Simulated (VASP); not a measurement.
A run of VASP 6.6.1 is set up as follows.

File INCAR:

```
SYSTEM = As
PREC = Accurate ; ENCUT = 600
EDIFF = 1E-6 ; ISMEAR = -1
SIGMA = 0.08 ; LREAL = .FALSE.
LASPH = .TRUE. ; NELM = 100
ALGO = Normal ; ISIF = 3
LWAVE = .FALSE. ; LCHARG = .FALSE.
GGA = PE ; IBRION = 2
NSW = 60 ; EDIFFG = -0.005
PSTRESS = 93.0
```

KPOINTS

```
regular mesh
0
G
  16 16 16
  0 0 0
```

Contents of POSCAR:

```
As
1.0
    0.0000000000      2.0630679384      2.0630679384
    2.0630679384      0.0000000000      2.0630679384
    2.0630679384      2.0630679384      0.0000000000
As
1
Direct
    0.0000000000      0.0000000000      0.0000000000
```

Potentials or basis: VASP PAW PBE potentials, release 64 (As).

The run is started by

```console
$ cat potpaw_PBE.64/As/POTCAR > POTCAR
$ mpirun -np 1 vasp_std > vasp.out
```

Predict the relaxed cell.

a = 2.919 Å, b = 2.919 Å, c = 2.919 Å, α = 60.00°, β = 60.00°, γ = 60.00°.

Estimate the space group after relaxing (to 0.05 Å).

Fm-3m (No. 225).

Predict the relaxed volume.

17.58 Å³/atom.

Final structure:
```yaml
crystal:
  lattice:
    - [0.00000, 2.06388, 2.06388]
    - [2.06388, 0.00000, 2.06388]
    - [2.06388, 2.06388, 0.00000]
  atoms:
    - { symbol: As, position: [0.00000, 0.00000, 0.00000] }
```

Caveat: the cell is relaxed towards a set pressure, so the enthalpy falls and the energy may rise.
